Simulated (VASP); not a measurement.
Input of a VASP 6.6.1 run:

File INCAR:

```
ALGO = Normal ; EDIFF = 1E-6
ENCUT = 500 ; GGA = PE
GGA_COMPAT = False ; ISIF = 2
ISMEAR = -1 ; LASPH = True
LCHARG = False ; LREAL = False
LWAVE = False ; NBANDS = 26
NELM = 120 ; PREC = Accurate
SIGMA = 0.0307
```

The input KPOINTS:

```
k-points
0
Gamma
  12 12 12
```

File POSCAR:

```
Ti2In
1.0
    0.0000000000      2.9317860000      0.0000000000
    2.9317860000      0.0000000000      0.0000000000
    1.4658930000      1.4658930000     -6.8664160000
Ti In
2 1
Direct
    0.3240000000      0.3240000000      0.3520000000
    0.6760000000      0.6760000000      0.6480000000
    0.0000000000      0.0000000000      0.0000000000
```

Potentials or basis: VASP PAW PBE potentials, release 64 (Ti_sv, In_d).

Command:

```bash
$ cat potpaw_PBE.64/Ti_sv/POTCAR potpaw_PBE.64/In_d/POTCAR > POTCAR
$ mpirun -np 1 vasp_std > vasp.out
```

(1) Estimate the pressure.

(2) Predict the largest force.

## Answers

(1) -3.7 GPa.

(2) 0.133 eV/Å.
